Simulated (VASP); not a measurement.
Input of a VASP 6.6.1 run:

The input INCAR:

```
  PREC = Accurate
  ENCUT = 520
  EDIFF = 1E-6
  ISMEAR = 0
  SIGMA = 0.1
  LREAL = False
  LASPH = True
  NELM = 60
  ALGO = Fast
  ISIF = 2
  LWAVE = False
  LCHARG = False
  GGA = PE
  NBANDS = 28
```

KPOINTS

```
Automatic mesh
0
Gamma
  6 6 6
```

Contents of POSCAR:

```
Al2Cu3
1.0
    1.3701008560      0.7910280996     10.4227250205
   -1.3701008560      0.7910280996     10.4227250205
    0.0000000000     -1.5820561945     10.4227250209
Al Cu
2 3
Direct
    0.2041304129      0.2041304129      0.2041304129
    0.7958695871      0.7958695871      0.7958695871
    0.0000000000      0.0000000000      0.0000000000
    0.6025248326      0.6025248326      0.6025248326
    0.3974751674      0.3974751674      0.3974751674
```

Potentials or basis: VASP PAW PBE potentials, release 64 (Al, Cu).

Run with:

```console
$ cat potpaw_PBE.64/Al/POTCAR potpaw_PBE.64/Cu/POTCAR > POTCAR
$ mpirun -np 1 vasp_std > vasp.out
```

**Question.** What does it give for the pressure?

**Answer.** 0.3 GPa.

**Question.** Estimate the band gap on the k mesh.

**Answer.** Zero (an odd number of electrons rules out a gap without spin polarisation).

**Question.** Estimate the largest force.

**Answer.** 0.018 eV/Å.

Forces in eV/Å, atoms in the order of the input:
```
Al   0.000  0.000 -0.018
Al   0.000  0.000  0.018
Cu   0.000  0.000  0.000
Cu   0.000  0.000  0.001
Cu   0.000  0.000 -0.001
```

Caveat: the k points lie up to 0.44 Å⁻¹ apart, too coarse for converged energies and pressures of a metal.
